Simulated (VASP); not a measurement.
The system is Rh.

```
CELL_PARAMETERS angstrom
0.00000 1.90000 1.90000
1.90000 0.00000 1.90000
1.90000 1.90000 0.00000
ATOMIC_POSITIONS crystal
Rh 0.00000 0.00000 0.00000
```

```yaml
Program: VASP 6.6.1
Task: relaxation of cell and atoms
Functional: PBE
Potentials_or_basis: VASP PAW PBE potentials, release 64 (Rh_pv)
Cutoff: 500 eV
k_mesh: 11 × 11 × 11
Occupations: gaussian, width 0.1 eV
Spin: no spin polarisation
```

At the start: pressure 6.9 GPa; volume 13.72 Å³/atom.

Where does the relaxation end?

Over 3 steps the energy falls by 7.4 meV/atom and the volume is 14.08 Å³/atom (+2.6 %); space group Fm-3m (No. 225, to 0.1 Å) before and after.

The path:
```csv
step,energy change (eV),largest force (eV/Å),pressure (GPa),volume (Å³)
1,0.0000,0.0000,6.93,13.72
2,0.0296,0.0000,-12.99,14.93
3,-0.0074,0.0000,-0.14,14.08
```

Final structure:
```cif
data_structure
_symmetry_space_group_name_H-M 'P 1'
_symmetry_Int_Tables_number 1
_cell_length_a 2.7103
_cell_length_b 2.7103
_cell_length_c 2.7103
_cell_angle_alpha 60.000
_cell_angle_beta 60.000
_cell_angle_gamma 60.000
_cell_volume 14.08
loop_
_atom_site_label
_atom_site_type_symbol
_atom_site_fract_x
_atom_site_fract_y
_atom_site_fract_z
_atom_site_occupancy
Rh1 Rh 0.00000 0.00000 0.00000 1
```
